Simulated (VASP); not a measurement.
# HfN in VASP: further runs, part 2 of 2

VASP 6.6.1.

## (4) Single point, PBEsol

Input file INCAR:

```
SYSTEM = HfN
PREC     = Accurate       ! precision mode
ENCUT    = 520            ! plane-wave cutoff, eV
EDIFF    = 1E-7           ! SCF threshold, eV
ISMEAR   = 0              ! smearing method
SIGMA    = 0.15           ! smearing width, eV
LREAL    = .FALSE.        ! projectors in reciprocal space
LASPH    = .TRUE.         ! aspherical terms in the spheres
NELM     = 60             ! most SCF steps
ALGO     = Normal         ! electronic algorithm
ISIF     = 2              ! what is computed and relaxed
LWAVE    = .FALSE.        ! write WAVECAR
LCHARG   = .TRUE.         ! write CHGCAR
GGA      = PS             ! functional
LELF     = .TRUE.         ! ELF
LVHAR    = .TRUE.       
NBANDS   = 23             ! bands
```

Input file KPOINTS:

```
regular mesh
0
G
  14 14 10
  0 0 0
```

Input file POSCAR:

```
HfN
1.0
    0.0000000000     -2.2508000098     -2.2508000098
    0.0000000000      2.2508000098     -2.2508000098
    4.5016000196      0.0000000000      0.0000000000
Hf N
2 2
Direct
    0.5000000000      0.5000000000      0.5000000000
    0.0000000000      0.0000000000      0.0000000000
    0.5000000000      0.5000000000      0.0000000000
    0.0000000000      0.0000000000      0.5000000000
```

Potentials or basis: VASP PAW PBE potentials, release 64 (Hf_pv, N).

Run with:

```
$ cat potpaw_PBE.64/Hf_pv/POTCAR potpaw_PBE.64/N/POTCAR > POTCAR
$ mpirun -np 1 vasp_std > vasp.out
```

OUTCAR:

```text
SYSTEM = HfN
   PREC = Accurate
   ENCUT = 520
   EDIFF = 1E-7
   ISMEAR = 0
   LREAL = .FALSE.
   LASPH = .TRUE.
   NELM = 60
   ISIF = 2
   GGA = PS

 ion  position               nearest neighbor table
   1  0.500  0.500  0.500-   3 2.25   4 2.25   3 2.25   4 2.25   4 2.25   4 2.25   2 3.18   2 3.18
                             2 3.18   2 3.18   2 3.18   2 3.18   2 3.18   2 3.18
   2  0.000  0.000  0.000-   3 2.25   4 2.25   4 2.25   3 2.25   3 2.25   3 2.25   1 3.18   1 3.18
                             1 3.18   1 3.18   1 3.18   1 3.18   1 3.18   1 3.18
   3  0.500  0.500  0.000-   1 2.25   2 2.25   1 2.25   2 2.25   2 2.25   2 2.25
   4  0.000  0.000  0.500-   1 2.25   2 2.25   2 2.25   1 2.25   1 2.25   1 2.25

  LATTYP: Found a simple tetragonal cell.
 ALAT       =     3.1831119000
 C/A-ratio  =     1.4142135624

  Lattice vectors:

 A1 = (   0.0000000000,  -2.2508000098,  -2.2508000098)
 A2 = (   0.0000000000,   2.2508000098,  -2.2508000098)
 A3 = (   4.5016000196,   0.0000000000,   0.0000000000)

Analysis of symmetry for initial positions (statically):
=====================================================================
 Subroutine PRICEL returns following result:

  LATTYP: Found a face centered cubic cell.
 ALAT       =     4.5016000196

  Lattice vectors:

 A1 = (  -2.2508000098,   0.0000000000,   2.2508000098)
 A2 = (  -2.2508000098,  -2.2508000098,   0.0000000000)
 A3 = (  -0.0000000000,  -2.2508000098,   2.2508000098)

   2 primitive cells build up your supercell.

 Routine SETGRP: Setting up the symmetry group for a
 simple tetragonal supercell.

 Subroutine GETGRP returns: Found 16 space group operations
 (whereof 16 operations were pure point group operations)
 out of a pool of 16 trial point group operations.

The static configuration has the point symmetry D_4h.

Analysis of symmetry for dynamics (positions and initial velocities):
=====================================================================
 Subroutine PRICEL returns following result:

  LATTYP: Found a face centered cubic cell.
 ALAT       =     4.5016000196
[... 132 lines left out ...]
   EFERMI_NEDOS =   21; number of points for ismear=-14 and -15
   IALGO  =     38    algorithm
   IMIX   =      4    mixing-type and parameters
     AMIX     =   0.40;   BMIX     =  1.00
     AMIX_MAG =   1.60;   BMIX_MAG =  1.00
  volume/ion in A,a.u.               =      11.40        76.95
  Fermi-wavevector in a.u.,A,eV,Ry     =   1.423721  2.690443 27.578773  2.026983
  Thomas-Fermi vector in A             =   2.544289
   LORBIT       =      0    0 simple, 1 ext, 2 COOP (PROOUT), +10 PAW based schemes
   GGA     = PS    functional components
   LHFCALC =     F    Hartree Fock is set to
   AEXX    =    0.0000 exact exchange contribution
   IVDW    =     0    specifies the selected vdW correction
   LEPSILON=     F    determine dielectric tensor
   LRPA    =     F    only Hartree local field effects (RPA)
 non-spin polarized calculation
 Gauss-broadening in eV      SIGMA  =   0.15
  energy-cutoff  :      520.00
  volume of cell :       45.61
 maximum number of plane-waves:      1272
 NGX is ok and might be reduce to    24
   NGX = 11   NGY = 11   NGZ = 17

 number of electron      29.9999990 magnetization

 Free energy of the ion-electron system (eV)
  ---------------------------------------------------
  ext. energy  EPLUGINS =         0.00000000
  ---------------------------------------------------
  free energy    TOTEN  =       -45.98839842 eV

  energy without entropy =      -45.97354158  energy(sigma->0) =      -45.98097000

 E-fermi :   8.2965     XC(G=0): -12.9510

 val. band max:        8.2911586149   @ k =   0.2857   0.0000   0.3000
 cond. band min:       8.2994585774   @ k =   0.5000   0.4286   0.4000
 fundamental gap:      0.0082999625
 Fermi energy:         8.2964628477

 k-point     1 :       0.0000    0.0000    0.0000
  band No.  band energies     occupation
      1     -23.5555      2.00000
      2     -23.0444      2.00000
      3     -23.0444      2.00000
      4     -22.7209      2.00000
      5     -22.7201      2.00000
      6     -22.7201      2.00000
[... 613 lines left out ...]
     22      13.6550      0.00000
     23      13.7356      0.00000

 [... further k-points ...]
[... 5 lines left out ...]
  --------------------------------------------------------------------------------------
  -------------------------------------------------------------------------------------
  Total       -0.7606047     -0.5408804     -0.5408804      0.0000000      0.0000000      0.0000000
  in kB      -26.7176868    -18.9994519    -18.9994519      0.0000000      0.0000000      0.0000000
  external PRESSURE =     -21.5721968 kB  Pullay stress =       0.0000000 kB

 VOLUME and BASIS-vectors are now :
 -----------------------------------------------------------------------------
  energy-cutoff  :      520.00
  volume of cell :       45.61
      direct lattice vectors                 reciprocal lattice vectors
     0.000000000 -2.250800010 -2.250800010     0.000000000 -0.222143237 -0.222143237
     0.000000000  2.250800010 -2.250800010     0.000000000  0.222143237 -0.222143237
     4.501600020  0.000000000  0.000000000     0.222143237  0.000000000  0.000000000

 POSITION                                       TOTAL-FORCE (eV/Angst)
 -----------------------------------------------------------------------------------
      2.25080      0.00000     -2.25080         0.000000      0.000000     -0.000000
      0.00000      0.00000      0.00000         0.000000      0.000000     -0.000000
      0.00000      0.00000     -2.25080        -0.000000      0.000000      0.000000
      2.25080      0.00000      0.00000         0.000000     -0.000000      0.000000
 -----------------------------------------------------------------------------------
    total drift:                               -0.000000     -0.000000      0.000000

  FREE ENERGIE OF THE ION-ELECTRON SYSTEM (eV)
  ---------------------------------------------------
  free  energy   TOTEN  =       -45.9883984216 eV

  energy  without entropy=      -45.9735415818  energy(sigma->0) =      -45.98097000
```

It took 2.9 min on 1 thread of Intel Xeon Platinum 8259CL at 2.50GHz (Skylake/Cascade Lake), shared host; peak memory 0.31 GiB.

The run converged, but its numbers aren't listed here, since they failed a check.

Caveat: the PAW data sets were made with another functional, which shifts forces and pressure a little; spin-orbit coupling is left out, which moves the levels of the heavy elements.

## (5) Single point, PBEsol (mode 4 frozen in at -0.021 Å and mode 11 at +0.022 Å (largest displacements))

Input file INCAR:

```
SYSTEM = HfN
ALGO     = Normal         ! electronic algorithm
EDIFF    = 1E-6           ! SCF threshold, eV
ENCUT    = 520            ! plane-wave cutoff, eV
GGA      = PS             ! functional
ISIF     = 2              ! what is computed and relaxed
ISMEAR   = 0              ! smearing method
LASPH    = .True.         ! aspherical terms in the spheres
LCHARG   = .False.        ! write CHGCAR
LREAL    = .False.        ! projectors in reciprocal space
LWAVE    = .False.        ! write WAVECAR
NBANDS   = 23             ! bands
NELM     = 80             ! most SCF steps
PREC     = Accurate       ! precision mode
SIGMA    = 0.15           ! smearing width, eV
```

Input file KPOINTS:

```
k-points
0
Gamma
  14 14 10
  0 0 0
```

Input file POSCAR:

```
HfN
1.0
    0.0000000000     -2.2508000098     -2.2508000098
    0.0000000000      2.2508000098     -2.2508000098
    4.5016000196      0.0000000000      0.0000000000
Hf N
2 2
Direct
    0.5045194771      0.4954805229      0.5000000000
   -0.0045194771      0.0045194771      0.0000000000
    0.4924637355      0.5075362645      0.0000000000
    0.0075362645     -0.0075362645      0.5000000000
```

Run with:

```
$ cat potpaw_PBE.64/Hf_pv/POTCAR potpaw_PBE.64/N/POTCAR > POTCAR
$ mpirun -np 1 vasp_std > vasp.out
```

Run time: 4.1 min. Hardware: 1 thread of Intel Xeon Platinum 8259CL at 2.50GHz (Skylake/Cascade Lake), shared host; peak memory 0.4 GiB.

Results (log left out):

- Free energy: -45.9749 eV
- Pressure: -2.1 GPa
- Largest force: 0.312 eV/Å
- Band gap on the k mesh: zero (band 15 reaches 11.64 eV, above the bottom of band 16 at 4.80 eV)

Forces on the atoms (eV/Å):
```
Hf   0.000  0.145  0.000
Hf   0.000 -0.145  0.000
N    0.000 -0.312  0.000
N    0.000  0.312  0.000
```

Stress tensor (GPa, compression positive):
```
-2.55  0.00  0.00
 0.00 -1.82  0.00
 0.00  0.00 -1.99
```

Levels at points of the mesh, in eV from the Fermi level:
| k point | band 12 | band 13 | band 14 | band 15 | band 16 | band 17 | band 18 | band 19 |
| --- | --- | --- | --- | --- | --- | --- | --- | --- |
| (0.00, 0.00, 0.00) | -3.66 | -2.99 | -2.99 | -2.97 | -0.38 | -0.37 | -0.37 | 1.91 |
| (0.50, 0.00, 0.00) | -5.87 | -5.48 | -5.18 | 1.56 | 1.90 | 2.20 | 2.42 | 3.20 |
| (0.50, 0.50, 0.00) | -3.89 | -3.66 | -3.66 | -3.66 | -3.49 | 4.16 | 4.16 | 5.63 |
| (0.00, 0.00, 0.50) | -3.84 | -3.84 | -3.84 | -2.50 | -2.50 | 2.88 | 2.88 | 3.16 |
| (0.50, 0.00, 0.50) | -6.23 | -6.22 | -6.22 | 3.34 | 3.34 | 3.73 | 3.73 | 3.77 |
| (0.50, 0.50, 0.50) | -5.47 | -5.46 | -5.46 | 1.13 | 1.13 | 1.14 | 1.14 | 5.65 |

Caveat: the cell differs from its parent crystal (mode 4 frozen in at -0.021 Å and mode 11 at +0.022 Å (largest displacements)); the PAW data sets were made with another functional, which shifts forces and pressure a little; spin-orbit coupling is left out, which moves the levels of the heavy elements.

## (6) Single point, PBEsol (mode 4 frozen in at -0.021 Å and mode 11 at -0.022 Å (largest displacements))

Input file INCAR:

```
PREC = Accurate ; ENCUT = 520
EDIFF = 1E-7 ; ISMEAR = 0
SIGMA = 0.15 ; LREAL = False
LASPH = True ; NELM = 60
ALGO = Normal ; ISIF = 2
LWAVE = False ; LCHARG = False
GGA = PS ; NBANDS = 23
```

Input file KPOINTS:

```
regular mesh
0
Gamma
  14 14 10
```

Input file POSCAR:

```
HfN
1.0
    0.0000000000     -2.2508000098     -2.2508000098
    0.0000000000      2.2508000098     -2.2508000098
    4.5016000196      0.0000000000      0.0000000000
Hf N
2 2
Direct
    0.5049438248      0.4950561752      0.5000000000
   -0.0049438248      0.0049438248      0.0000000000
    0.5023713239      0.4976286761      0.0000000000
   -0.0023713239      0.0023713239      0.5000000000
```

Potentials or basis: VASP PAW PBE potentials, release 64 (Hf_pv, N).

Run with:

```
$ cat potpaw_PBE.64/Hf_pv/POTCAR potpaw_PBE.64/N/POTCAR > POTCAR
$ mpirun -np 1 vasp_std > vasp.out
```

Run time: 3.1 min. Hardware: 1 thread of Intel Xeon Platinum 8259CL at 2.50GHz (Skylake/Cascade Lake), shared host; peak memory 0.4 GiB.

It converged, with:

```yaml
Free_energy: -45.9752 eV
Pressure: -2.0 GPa
Largest_force: 0.461 eV/Å
Band_gap_on_the_k_mesh: zero (band 15 reaches 11.64 eV, above the bottom of band 16 at 4.66 eV)
```

Forces in eV/Å, atoms in the order of the input:
```
Hf   0.000  0.461  0.000
Hf   0.000 -0.461  0.000
N    0.000  0.279  0.000
N    0.000 -0.279  0.000
```

Stress tensor (GPa, compression positive):
```
-2.61  0.00  0.00
 0.00 -1.43  0.00
 0.00  0.00 -1.88
```

Levels at points of the mesh, in eV from the Fermi level:
```tsv
k point	band 12	band 13	band 14	band 15	band 16	band 17	band 18	band 19
(0.00, 0.00, 0.00)	-3.67	-3.01	-3.00	-2.95	-0.38	-0.37	-0.35	1.91
(0.50, 0.00, 0.00)	-5.90	-5.37	-5.31	1.75	1.80	2.13	2.37	3.24
(0.50, 0.50, 0.00)	-3.89	-3.67	-3.67	-3.66	-3.64	4.13	4.15	5.63
(0.00, 0.00, 0.50)	-3.89	-3.85	-3.85	-2.46	-2.46	2.94	2.94	3.25
(0.50, 0.00, 0.50)	-6.23	-6.23	-6.23	3.34	3.34	3.75	3.75	3.77
(0.50, 0.50, 0.50)	-5.47	-5.47	-5.47	1.14	1.14	1.14	1.14	5.65
```

Caveat: the cell differs from its parent crystal (mode 4 frozen in at -0.021 Å and mode 11 at -0.022 Å (largest displacements)); the PAW data sets were made with another functional, which shifts forces and pressure a little; spin-orbit coupling is left out, which moves the levels of the heavy elements.
